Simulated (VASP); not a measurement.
FeO (Wuestite), 2 atoms in the cell. Symmetry: Fm-3m, No. 225, cubic system. Conventional cell: a = 4.311 Å, b = 4.311 Å, c = 4.311 Å, α = 90.00°, β = 90.00°, γ = 90.00°. Within 2.9 Å of Fe (site symmetry m-3m) lie 6 O at 2.16 Å. Within 2.9 Å of O (site symmetry m-3m) lie 6 Fe at 2.16 Å. 

```yaml
Program: VASP 6.6.1
Task: single point
Functional: PBE
Potentials_or_basis: VASP PAW PBE potentials, release 64 (Fe, O)
Cutoff: 520 eV
k_mesh: 11 × 11 × 11
Occupations: gaussian, width 0.03 eV
Spin: collinear spin, ferromagnetic start
Starting_moments: "[3.0, 0.0] μB"
Dipole_correction: no
Further_INCAR_settings: ALGO = Normal; EDIFF = 1e-06; NBANDS = 18
```

Potentials or basis: VASP PAW PBE potentials, release 64 (Fe, O).

Run with:

```bash
$ cat potpaw_PBE.64/Fe/POTCAR potpaw_PBE.64/O/POTCAR > POTCAR
$ mpirun -np 1 vasp_std > vasp.out
```

Hardware: 1 thread of Intel(R) Xeon(R) 6975P-C (Granite Rapids) (shared host).

How long does it take, and how much memory?

Run time: 16 s on 1 thread of Intel(R) Xeon(R) 6975P-C (Granite Rapids), with other jobs on the host, peak memory 0.17 GiB. Counts: scf iterations 15, k points 56.
